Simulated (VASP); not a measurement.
The system is EuO.

```xyz
2
Lattice="0.0000 2.5720 2.5720 2.5720 0.0000 2.5720 2.5720 2.5720 0.0000" Properties=species:S:1:pos:R:3 pbc="T T T"
Eu    2.5720    2.5720    2.5720
O     0.0000    0.0000    0.0000
```

Base run:

| Item | Value |
| --- | --- |
| Program | VASP 6.6.1 |
| Functional | PBE |
| Potentials or basis | VASP PAW PBE potentials, release 64 (Eu, O) |
| Cutoff | 600 eV |
| k mesh | 6 × 6 × 6 |
| Occupations | gaussian, width 0.05 eV |
| Spin | collinear spin, ferromagnetic start |
| Starting moments | [1.75, 0.0] μB |
| Fixed moment | 1.75 μB |
| Hubbard terms | Eu f U = 7.0 eV |

Its results: pressure -4.8 GPa; site moments Eu +1.48; O +0.01 μB.

**Question.** After a change of settings the same cell gave: pressure 3.8 GPa; site moments Eu +6.87; O +0.20 μB. Which change was it?
A. fixed moment from 1.75 μB to none; moments at the start from [1.75, 0.0] to [6.76, -0.08]
B. fixed moment from 1.75 μB to 7.7 μB; moments at the start from [1.75, 0.0] to [7.53, 0.32]
C. fixed moment from 1.75 μB to none; moments at the start from [1.75, 0.0] to [7.44, -0.09]

**Answer.** B.

Caveats: the total moment is fixed, so each spin has its own Fermi level; a cell with one magnetic atom can't hold antiferromagnetic order, which such compounds often take; the cell stands under tension (at least some runs); the cell stands under pressure (at least some runs).
